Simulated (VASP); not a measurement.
KI, 2 atoms in the cell. It takes space group P4/mmm (No. 123, tetragonal). Conventional cell: a = 4.291 Å, b = 4.291 Å, c = 4.356 Å, α = 90.00°, β = 90.00°, γ = 90.00°. Within 4.9 Å of K (site symmetry 4/mmm) lie 8 I at 3.73 Å and 6 K at 4.29 to 4.36 Å. I (site symmetry 4/mmm) has 8 K at 3.73 Å and 6 I at 4.29 to 4.36 Å within 4.9 Å.  This cell differs from its parent crystal: strain +0.000 along x and y, +0.015 along z.

```yaml
Program: VASP 6.6.1
Task: single point
Functional: PBE
Potentials_or_basis: VASP PAW PBE potentials, release 64 (K_sv, I)
Cutoff: 520 eV
k_mesh: 6 × 6 × 6
Occupations: gaussian, width 0.05 eV
Spin: no spin polarisation
Dipole_correction: no
Further_INCAR_settings: ALGO = Normal; EDIFF = 1e-07; NBANDS = 15
```

Potentials or basis: VASP PAW PBE potentials, release 64 (K_sv, I).

Launch:

```sh
$ cat potpaw_PBE.64/K_sv/POTCAR potpaw_PBE.64/I/POTCAR > POTCAR
$ mpirun -np 1 vasp_std > vasp.out
```

Hardware: 1 thread of Intel(R) Xeon(R) Platinum 8375C CPU @ 2.90GHz (Ice Lake) (shared host).

Estimate the wall time of this run.

It took 25 s on 1 thread of Intel(R) Xeon(R) Platinum 8375C CPU @ 2.90GHz (Ice Lake), on a shared host, peak memory 0.2 GiB. Counts: scf iterations 14, k points 40.
